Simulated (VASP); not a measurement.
Al2Cu: single point with r2SCAN

Al2Cu:

```
Al Cu
1.0
    -2.96323    2.96323    2.37980
     2.96323   -2.96323    2.37980
     2.96323    2.96323   -2.37980
Al Cu
4 2
Direct
  0.84087 0.65913 0.50000
  0.65913 0.15913 0.81826
  0.34087 0.84087 0.18174
  0.15913 0.34087 0.50000
  0.25000 0.25000 0.00000
  0.75000 0.75000 0.00000
```

```json
{
 "Program": "VASP 6.6.1",
 "Task": "single point",
 "Functional": "r2SCAN",
 "Potentials or basis": "VASP PAW PBE potentials, release 64 (Al, Cu)",
 "Cutoff": "520 eV",
 "k mesh": "10 × 10 × 10",
 "Occupations": "gaussian, width 0.1 eV",
 "Spin": "no spin polarisation"
}
```

- Pressure: 3.8 GPa
- Largest force: 0.007 eV/Å
- Band gap on the k mesh: zero (bands 17 and 18 overlap by 4.86 eV)

Forces on the atoms (eV/Å):
```
Al  -0.005  0.005  0.000
Al  -0.005 -0.005  0.000
Al   0.005  0.005  0.000
Al   0.005 -0.005  0.000
Cu   0.000  0.000  0.000
Cu   0.000  0.000  0.000
```

Levels at points of the mesh, in eV from the Fermi level:
| k point | band 13 | band 14 | band 15 | band 16 | band 17 | band 18 | band 19 | band 20 | band 21 | band 22 |
| --- | --- | --- | --- | --- | --- | --- | --- | --- | --- | --- |
| (0.00, 0.00, 0.00) | -3.35 | -2.19 | -1.60 | -1.46 | -1.46 | -1.02 | -0.10 | 0.16 | 1.83 | 1.83 |
| (0.50, 0.00, 0.00) | -3.41 | -3.41 | -2.85 | -2.85 | 0.23 | 0.23 | 4.43 | 4.43 | 4.68 | 4.68 |
| (0.50, 0.50, 0.00) | -3.26 | -3.10 | -1.75 | -1.54 | -0.74 | -0.73 | 0.88 | 1.46 | 4.93 | 5.03 |
| (0.50, 0.50, 0.50) | -3.68 | -3.54 | -3.54 | -2.00 | 2.87 | 3.09 | 3.09 | 3.61 | 4.94 | 5.32 |

Run time: 7.1 min on 1 thread of AMD EPYC 9R45 96-Core Processor (Zen 5), on a shared host, peak memory 0.31 GiB.

Caveat: the cell stands under pressure; the PAW data sets were made with another functional, which shifts forces and pressure a little.
